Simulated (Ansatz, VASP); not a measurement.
## Mg6CuC in VASP and in Ansatz

INCAR

```
PREC = Accurate ; ENCUT = 520
EDIFF = 1E-7 ; ISMEAR = -1
SIGMA = 0.05 ; LREAL = F
LASPH = T ; NELM = 80
ALGO = Normal ; ISIF = 2
LWAVE = F ; LCHARG = F
GGA = PE ; NBANDS = 24
```

KPOINTS

```
Automatic mesh
0
Gamma
  8 4 4
```

Contents of POSCAR:

```
Mg6CuC
1.0
    3.5178950000      0.0000000000      0.0000000000
    0.0000000000      4.0859640000      5.0251790000
    0.0000000000     -4.0859640000      5.0251790000
Cu Mg C
1 6 1
Direct
    0.0034160000      0.9371950000      0.9425770000
    0.4982720000      0.1400650000      0.1395440000
    0.5061880000      0.1104600000      0.6603220000
    0.4988040000      0.6671780000      0.1088060000
    0.0147310000      0.3837960000      0.3832230000
    0.0024350000      0.4492130000      0.7972110000
   -0.0065020000      0.7937460000      0.4537930000
    0.5135550000      0.5306280000      0.5230640000
```

Contents of input.yaml:

```yaml
crystal:
  lattice:
    - [3.517895, 0.0, 0.0]
    - [0.0, 4.085964, 5.025179]
    - [0.0, -4.085964, 5.025179]
  atoms:
    - { symbol: Cu, position: [0.003416, 0.937195, 0.942577] }
    - { symbol: Mg, position: [0.498272, 0.140065, 0.139544] }
    - { symbol: Mg, position: [0.506188, 0.11046, 0.660322] }
    - { symbol: Mg, position: [0.498804, 0.667178, 0.108806] }
    - { symbol: Mg, position: [0.014731, 0.383796, 0.383223] }
    - { symbol: Mg, position: [0.002435, 0.449213, 0.797211] }
    - { symbol: Mg, position: [-0.006502, 0.793746, 0.453793] }
    - { symbol: C, position: [0.513555, 0.530628, 0.523064] }
hamiltonian:
  xc: pbe
  pseudopotentials: { kind: paw }
kpoints:
  mp_grid: { grid: [8, 4, 4] }
scf:
  occupations: { method: fermi_dirac, width: 0.05 }
output:
  forces: true
  stress: true
  eigenvalues: true
  write_density: true
  write_potential: true
  elf: true
  volumetric_format: npy
```

Change from the starting cell: atoms moved at random, drawn with an rms of 0.05 Å.

Alike in both runs: task single point; functional PBE; k mesh 8 × 4 × 4; occupations fermi-dirac, width 0.05 eV; no spin polarisation.

|  | VASP | Ansatz |
| --- | --- | --- |
| version | VASP 6.6.1 | Ansatz 0.2.0 |
| potentials or method | VASP PAW PBE potentials, release 64 (Cu, Mg, C) | Ansatz PAW |
| plane-wave cutoff (eV) | 520 | 420 |
| valence electrons in the cell | 27 | 83 |

|  | VASP | Ansatz | Ansatz less VASP |
| --- | --- | --- | --- |
| gap on the k mesh at the Fermi level (eV) | none | none | - |
| pressure (GPa) | -0.1 | 0.0 | +0.10 |
| traceless stress, the component that is largest in VASP (GPa) | -2.23 | -2.26 | -0.028 |
| rms of the force components (eV/Å) | 0.128 | 0.129 | +0.0015 |

Atom by atom the forces differ by 0.004 eV/Å (rms over components). A gap of «none» marks a metal or a gap that the smearing closes. With one functional, cell and mesh, what is left measures potentials, basis and numerics. VASP's potentials hold 27 valence electrons a cell and Ansatz's 83, so a difference there can come from the potentials and not from the codes.
